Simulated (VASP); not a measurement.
Ca, 1 atom in the cell. Symmetry: Pm-3m, No. 221, cubic system. Conventional cell: a = 3.579 Å, b = 3.579 Å, c = 3.579 Å, α = 90.00°, β = 90.00°, γ = 90.00°. Within 4.7 Å of Ca (site symmetry m-3m) lie 6 Ca at 3.58 Å.  This cell differs from its parent crystal: strained.

- Program: VASP 6.6.1
- Task: single point
- Functional: PBE
- Potentials or basis: VASP PAW PBE potentials, release 64 (Ca_sv)
- Cutoff: 520 eV
- k mesh: 12 × 12 × 12
- Occupations: gaussian, width 0.1 eV
- Spin: no spin polarisation
- Dipole correction: no
- Further INCAR settings: ALGO = Normal; EDIFF = 1e-06; NBANDS = 11

Potentials or basis: VASP PAW PBE potentials, release 64 (Ca_sv).

Command:

```console
$ cat potpaw_PBE.64/Ca_sv/POTCAR > POTCAR
$ mpirun -np 1 vasp_std > vasp.out
```

Hardware: 1 thread of AMD EPYC 9R45 (Zen 5), with other jobs on the host.

Question: How long does it take, and how much memory?

Answer: Run time: 14 s on 1 thread of AMD EPYC 9R45 (Zen 5), with other jobs on the host, peak memory 0.14 GiB. Counts: scf iterations 10, k points 84.
